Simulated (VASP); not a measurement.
A run of VASP 6.6.1 is set up as follows.

File INCAR:

```
SYSTEM = NbZn3
PREC = Accurate ; ENCUT = 520
EDIFF = 1E-6 ; ISMEAR = -1
SIGMA = 0.05 ; LREAL = .False.
LASPH = .True. ; NELM = 100
ALGO = Normal ; ISIF = 2
LWAVE = .False. ; LCHARG = .True.
GGA = PS ; LELF = .True.
LVHAR = .True. ; NBANDS = 32
```

KPOINTS

```
regular mesh
0
Gamma
  10 10 10
  0 0 0
```

Contents of POSCAR:

```
NbZn3
1.0
    3.9340000000      0.0000000000      0.0000000000
    0.0000000000      3.9340000000      0.0000000000
    0.0000000000      0.0000000000      3.9340000000
Nb Zn
1 3
Direct
    0.0000000000      0.0000000000      0.0000000000
    0.0000000000      0.5000000000      0.5000000000
    0.5000000000      0.0000000000      0.5000000000
    0.5000000000      0.5000000000      0.0000000000
```

Potentials or basis: VASP PAW PBE potentials, release 64 (Nb_sv, Zn).

Run with:

```sh
$ cat potpaw_PBE.64/Nb_sv/POTCAR potpaw_PBE.64/Zn/POTCAR > POTCAR
$ mpirun -np 1 vasp_std > vasp.out
```

Question: Predict the pressure.

Answer: -5.2 GPa.

Caveat: the PAW data sets were made with another functional, which shifts forces and pressure a little.
